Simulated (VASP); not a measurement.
# BAs (CsCl type) (Pm-3m) in VASP: notebook

Runs on BAs (CsCl type). Level: PBE. Tasks: single point.

All numbers are computed with VASP 6.6.1; they aren't measurements. Logs are shortened: lines on timing, memory, paths and dates and some standing lists are left out, and cuts for length are marked.

### 1 The cell of the first run

Symmetry: Pm-3m, No. 221, cubic system. Conventional cell: a = 2.633 Å, b = 2.633 Å, c = 2.633 Å, α = 90.00°, β = 90.00°, γ = 90.00°. Within 3.0 Å of B (site symmetry m-3m) lie 8 As at 2.28 Å and 6 B at 2.63 Å. As (site symmetry m-3m) has 8 B at 2.28 Å and 6 As at 2.63 Å within 3.0 Å.

### 2 Single point, PBE (volume scaled by 0.72)

INCAR reads:

```
SYSTEM = BAs
ALGO = Normal
EDIFF = 1E-7
ENCUT = 520
GGA = PE
ISIF = 2
ISMEAR = -1
LASPH = .True.
LCHARG = .True.
LELF = .True.
LREAL = .False.
LVHAR = .True.
LWAVE = .False.
NBANDS = 11
NELM = 80
PREC = Accurate
SIGMA = 0.05
```

KPOINTS reads:

```
k-points
0
Gamma
  15 15 15
  0 0 0
```

POSCAR reads:

```
BAs
1.0
    2.6334411138      0.0000000000      0.0000000000
    0.0000000000      2.6334411138      0.0000000000
    0.0000000000      0.0000000000      2.6334411138
B As
1 1
Direct
    0.0000000000      0.0000000000      0.0000000000
    0.5000000000      0.5000000000      0.5000000000
```

Potentials or basis: VASP PAW PBE potentials, release 64 (B, As).

Command:

```console
$ cat potpaw_PBE.64/B/POTCAR potpaw_PBE.64/As/POTCAR > POTCAR
$ mpirun -np 1 vasp_std > vasp.out
```

OUTCAR:

```text
SYSTEM = BAs
   EDIFF = 1E-7
   ENCUT = 520
   GGA = PE
   ISIF = 2
   ISMEAR = -1
   LASPH = .True.
   LREAL = .False.
   NELM = 80
   PREC = Accurate

 ion  position               nearest neighbor table
   1  0.000  0.000  0.000-   2 2.28   2 2.28   2 2.28   2 2.28   2 2.28   2 2.28   2 2.28   2 2.28

   2  0.500  0.500  0.500-   1 2.28   1 2.28   1 2.28   1 2.28   1 2.28   1 2.28   1 2.28   1 2.28

  LATTYP: Found a simple cubic cell.
 ALAT       =     2.6334411138

  Lattice vectors:

 A1 = (   2.6334411138,   0.0000000000,   0.0000000000)
 A2 = (   0.0000000000,   2.6334411138,   0.0000000000)
 A3 = (   0.0000000000,   0.0000000000,   2.6334411138)

Analysis of symmetry for initial positions (statically):
=====================================================================
 Subroutine PRICEL returns:
 Original cell was already a primitive cell.

 Routine SETGRP: Setting up the symmetry group for a
 simple cubic supercell.

 Subroutine GETGRP returns: Found 48 space group operations
 (whereof 48 operations were pure point group operations)
 out of a pool of 48 trial point group operations.

The static configuration has the point symmetry O_h .

Analysis of symmetry for dynamics (positions and initial velocities):
=====================================================================
 Subroutine PRICEL returns:
 Original cell was already a primitive cell.

 Routine SETGRP: Setting up the symmetry group for a
 simple cubic supercell.

 Subroutine GETGRP returns: Found 48 space group operations
 (whereof 48 operations were pure point group operations)
 out of a pool of 48 trial point group operations.

The dynamic configuration has the point symmetry O_h .

 Subroutine INISYM returns: Found 48 space group operations
 (whereof 48 operations are pure point group operations),
 and found     1 'primitive' translations

----------------------------------------------------------------------------------------

                                     Primitive cell

  volume of cell :      18.2629

  direct lattice vectors                    reciprocal lattice vectors
     2.633441114  0.000000000  0.000000000     0.379731293  0.000000000  0.000000000
     0.000000000  2.633441114  0.000000000     0.000000000  0.379731293  0.000000000
     0.000000000  0.000000000  2.633441114     0.000000000  0.000000000  0.379731293

  length of vectors
     2.633441114  2.633441114  2.633441114     0.379731293  0.379731293  0.379731293

  position of ions in fractional coordinates (direct lattice)
     0.000000000  0.000000000  0.000000000
     0.500000000  0.500000000  0.500000000

  ion indices of the primitive-cell ions
   primitive index   ion index
                 1           1
                 2           2

----------------------------------------------------------------------------------------

 KPOINTS: k-points

Automatic generation of k-mesh.
 Grid dimensions read from file:
 generate k-points for:   15   15   15

 Generating k-lattice:

  Cartesian coordinates                     Fractional coordinates (reciprocal lattice)
     0.025315420  0.000000000  0.000000000     0.066666667  0.000000000  0.000000000
     0.000000000  0.025315420  0.000000000     0.000000000  0.066666667  0.000000000
     0.000000000  0.000000000  0.025315420     0.000000000  0.000000000  0.066666667

  Length of vectors
     0.025315420  0.025315420  0.025315420

  Shift w.r.t. Gamma in fractional coordinates (k-lattice)
     0.000000000  0.000000000  0.000000000

 Subroutine IBZKPT returns following result:
 ===========================================

 Found    120 irreducible k-points:

 Following reciprocal coordinates:
            Coordinates               Weight
  0.000000  0.000000  0.000000      1.000000
  0.066667  0.000000  0.000000      6.000000
  0.133333  0.000000  0.000000      6.000000
  0.200000  0.000000  0.000000      6.000000
  0.266667  0.000000  0.000000      6.000000
  0.333333  0.000000  0.000000      6.000000
[... 16 lines left out ...]
  0.266667  0.200000  0.000000     24.000000
  0.333333  0.200000  0.000000     24.000000
 [... further k-points ...]
   k-points           NKPTS =    120   k-points in BZ     NKDIM =    120   number of bands    NBANDS=     11
   number of dos      NEDOS =    301   number of ions     NIONS =      2
   total plane-waves  NPLWV =   8000
   dimension x,y,z NGX =    20 NGY =   20 NGZ =   20
   dimension x,y,z NGXF=    40 NGYF=   40 NGZF=   40
   ions per type =               1   1
   NGX,Y,Z   is equivalent  to a cutoff of  12.63, 12.63, 12.63 a.u.
   NGXF,Y,Z  is equivalent  to a cutoff of  25.25, 25.25, 25.25 a.u.
 SYSTEM =  BAs
   PREC   = accura    normal or accurate (medium, high low for compatibility)
   ISTART =      0    job   : 0-new  1-cont  2-samecut
   ICHARG =      2    charge: 1-file 2-atom 10-const
   ISPIN  =      1    spin polarized calculation?
   LNONCOLLINEAR =      F non collinear calculations
   LSORBIT =      F    spin-orbit coupling
   LASPH  =      T    aspherical Exc in radial PAW
   ENCUT  =  520.0 eV  38.22 Ry    6.18 a.u.   4.90  4.90  4.90*2*pi/ulx,y,z
   NELM   =     80;   NELMIN=  2; NELMDL= -5     # of ELM steps
   EDIFF  = 0.1E-06   stopping-criterion for ELM
   LREAL  =      F    real-space projection
   EDIFFG = 0.1E-05   stopping-criterion for IOM
   NSW    =      0    number of steps for IOM
   IBRION =     -1    ionic relax: 0-MD 1-quasi-New 2-CG
   NFREE  =      0    steps in history (QN), initial steepest desc. (CG)
   ISIF   =      2    stress and relaxation
   ISYM   =      2    0-nonsym 1-usesym 2-fastsym
   POTIM  = 0.5000    time-step for ionic-motion
   TEBEG  =    0.0;   TEEND  =   0.0 temperature during run
   PSTRESS=    0.0 pullay stress
   NELECT =       8.0000    total number of electrons
   NUPDOWN=      -1.0000    fix difference up-down
   EMIN   =  10.00;   EMAX   =-10.00  energy-range for DOS
   EFERMI =   0.00;   METHOD = LEGACY
   ISMEAR =    -1;   SIGMA  =   0.05  broadening in eV -4-tet -1-fermi 0-gaus
   EFERMI_NEDOS =   21; number of points for ismear=-14 and -15
   IALGO  =     38    algorithm
   IMIX   =      4    mixing-type and parameters
     AMIX     =   0.40;   BMIX     =  1.00
     AMIX_MAG =   1.60;   BMIX_MAG =  1.00
  volume/ion in A,a.u.               =       9.13        61.62
  Fermi-wavevector in a.u.,A,eV,Ry     =   1.243315  2.349525 21.032328  1.545832
  Thomas-Fermi vector in A             =   2.377631
   LORBIT       =      0    0 simple, 1 ext, 2 COOP (PROOUT), +10 PAW based schemes
   GGA     = PE    functional components
   LHFCALC =     F    Hartree Fock is set to
   AEXX    =    0.0000 exact exchange contribution
   IVDW    =     0    specifies the selected vdW correction
   LEPSILON=     F    determine dielectric tensor
   LRPA    =     F    only Hartree local field effects (RPA)
 non-spin polarized calculation
  energy-cutoff  :      520.00
  volume of cell :       18.26
 maximum number of plane-waves:       502
 NGX is ok and might be reduce to    20
   NGX =  9   NGY =  9   NGZ =  9

 number of electron       7.9999999 magnetization

 Free energy of the ion-electron system (eV)
  ---------------------------------------------------
  ext. energy  EPLUGINS =         0.00000000
  ---------------------------------------------------
  free energy    TOTEN  =        -7.18291368 eV

  energy without entropy =       -7.17854075  energy(sigma->0) =       -7.18072721

 E-fermi :  11.5436     XC(G=0): -12.8854

 val. band max:       11.5146117319   @ k =   0.3333   0.0667   0.0667
 cond. band min:      11.5514804675   @ k =   0.2667   0.0000   0.0000
 fundamental gap:      0.0368687356
 Fermi energy:        11.5435692725

 k-point     1 :       0.0000    0.0000    0.0000
  band No.  band energies     occupation
      1      -7.9830      2.00000
      2      10.0567      2.00000
      3      10.0567      2.00000
      4      10.0567      2.00000
      5      14.5947      0.00000
      6      16.6542      0.00000
      7      16.6542      0.00000
      8      24.6804      0.00000
      9      24.6804      0.00000
     10      24.6804      0.00000
     11      33.5228      0.00000

 k-point     2 :       0.0667    0.0000    0.0000
  band No.  band energies     occupation
      1      -7.8930      2.00000
      2       9.1298      2.00000
      3      10.1515      2.00000
      4      10.1515      2.00000
      5      14.8464      0.00000
      6      16.7418      0.00000
      7      17.4796      0.00000
      8      24.3557      0.00000
      9      24.3557      0.00000
     10      24.4985      0.00000
     11      33.1426      0.00000

 k-point     3 :       0.1333    0.0000    0.0000
  band No.  band energies     occupation
      1      -7.6235      2.00000
      2       7.2722      2.00000
      3      10.4350      2.00000
      4      10.4350      2.00000
      5      15.1461      0.00000
      6      17.0044      0.00000
      7      19.4107      0.00000
      8      23.4467      0.00000
      9      23.4467      0.00000
     10      24.0925      0.00000
     11      32.0054      0.00000

 k-point     4 :       0.2000    0.0000    0.0000
  band No.  band energies     occupation
      1      -7.1761      2.00000
      2       5.2528      2.00000
      3      10.9038      1.99999
      4      10.9038      1.99999
      5      15.4483      0.00000
      6      17.4414      0.00000
      7      21.1328      0.00000
      8      22.1324      0.00000
      9      22.1324      0.00000
     10      24.1840      0.00000
     11      29.7359      0.00000
[... 239 lines left out ...]
 k-point    22 :       0.2000    0.2000    0.0000
  band No.  band energies     occupation
      1      -6.3654      2.00000
      2       5.7838      2.00000
      3       6.3540      2.00000
      4      11.7211      0.05577
      5      16.3902      0.00000
      6      17.5911      0.00000
      7      21.3312      0.00000
      8      22.0290      0.00000
      9      22.3390      0.00000
     10      25.3762      0.00000
     11      28.8090      0.00000

 k-point    23 :       0.2667    0.2000    0.0000
  band No.  band energies     occupation
      1      -5.7411      2.00000
      2       4.0624      2.00000
      3       6.7409      2.00000
      4      12.3418      0.00000
      5      15.4493      0.00000
      6      17.3257      0.00000
      7      20.4663      0.00000
      8      21.9595      0.00000
      9      23.3609      0.00000
     10      27.1640      0.00000
     11      28.3718      0.00000

 k-point    24 :       0.3333    0.2000    0.0000
  band No.  band energies     occupation
      1      -4.9528      2.00000
      2       2.2555      2.00000
      3       7.5239      2.00000
      4      13.1143      0.00000
      5      13.8973      0.00000
      6      17.7829      0.00000
      7      19.3353      0.00000
      8      21.4984      0.00000
      9      24.0413      0.00000
     10      28.1451      0.00000
     11      28.4994      0.00000

 [... further k-points ...]
[... 5 lines left out ...]
  --------------------------------------------------------------------------------------
  -------------------------------------------------------------------------------------
  Total        8.1037077      8.1037077      8.1037077     -0.0000000     -0.0000000      0.0000000
  in kB      710.9245542    710.9245542    710.9245542     -0.0000000     -0.0000000      0.0000000
  external PRESSURE =     710.9245542 kB  Pullay stress =       0.0000000 kB

 VOLUME and BASIS-vectors are now :
 -----------------------------------------------------------------------------
  energy-cutoff  :      520.00
  volume of cell :       18.26
      direct lattice vectors                 reciprocal lattice vectors
     2.633441114  0.000000000  0.000000000     0.379731293  0.000000000  0.000000000
     0.000000000  2.633441114  0.000000000     0.000000000  0.379731293  0.000000000
     0.000000000  0.000000000  2.633441114     0.000000000  0.000000000  0.379731293

 POSITION                                       TOTAL-FORCE (eV/Angst)
 -----------------------------------------------------------------------------------
      0.00000      0.00000      0.00000         0.000000      0.000000      0.000000
      1.31672      1.31672      1.31672         0.000000      0.000000      0.000000
 -----------------------------------------------------------------------------------
    total drift:                                0.000000      0.000000      0.000000

  FREE ENERGIE OF THE ION-ELECTRON SYSTEM (eV)
  ---------------------------------------------------
  free  energy   TOTEN  =        -7.1829136759 eV

  energy  without entropy=       -7.1785407541  energy(sigma->0) =       -7.18072721
```

Wall time 23 s (1 thread of Intel Xeon 8259CL, shared host); peak memory 0.14 GiB.

Results:

| Property | Result |
| --- | --- |
| Free energy | -7.1829 eV |
| Pressure | 71.1 GPa |
| Band gap on the k mesh | zero (band 4 reaches 14.32 eV, above the bottom of band 5 at 8.29 eV) |

### 3 Single point, PBE (volume scaled by 0.8)

INCAR reads:

```
PREC = Accurate ; ENCUT = 520
EDIFF = 1E-6 ; ISMEAR = -1
SIGMA = 0.05 ; LREAL = F
LASPH = T ; NELM = 100
ALGO = Normal ; ISIF = 2
LWAVE = F ; LCHARG = T
GGA = PE ; LELF = T
LVHAR = T ; NBANDS = 11
```

KPOINTS reads:

```
Automatic mesh
0
Gamma
  15 15 15
```

POSCAR reads:

```
BAs
1.0
    2.7275712771      0.0000000000      0.0000000000
    0.0000000000      2.7275712771      0.0000000000
    0.0000000000      0.0000000000      2.7275712771
B As
1 1
Direct
    0.0000000000      0.0000000000      0.0000000000
    0.5000000000      0.5000000000      0.5000000000
```

Potentials or basis: VASP PAW PBE potentials, release 64 (B, As).

Command:

```console
$ cat potpaw_PBE.64/B/POTCAR potpaw_PBE.64/As/POTCAR > POTCAR
$ mpirun -np 1 vasp_std > vasp.out
```

Run time: 23 s. Hardware: 1 thread of Intel Xeon 8259CL, shared host; peak memory 0.14 GiB.

Results (log left out):

| Property | Result |
| --- | --- |
| Free energy | -7.8576 eV |
| Pressure | 38.0 GPa |
| Band gap on the k mesh | zero (band 4 reaches 12.74 eV, above the bottom of band 5 at 6.93 eV) |

Levels at points of the mesh, in eV from the Fermi level:
```tsv
k point	band 1	band 2	band 3	band 4	band 5	band 6	band 7	band 8
(0.00, 0.00, 0.00)	-18.17	-1.24	-1.24	-1.24	1.85	5.31	5.31	11.77
```

[end of part 1 of 2]
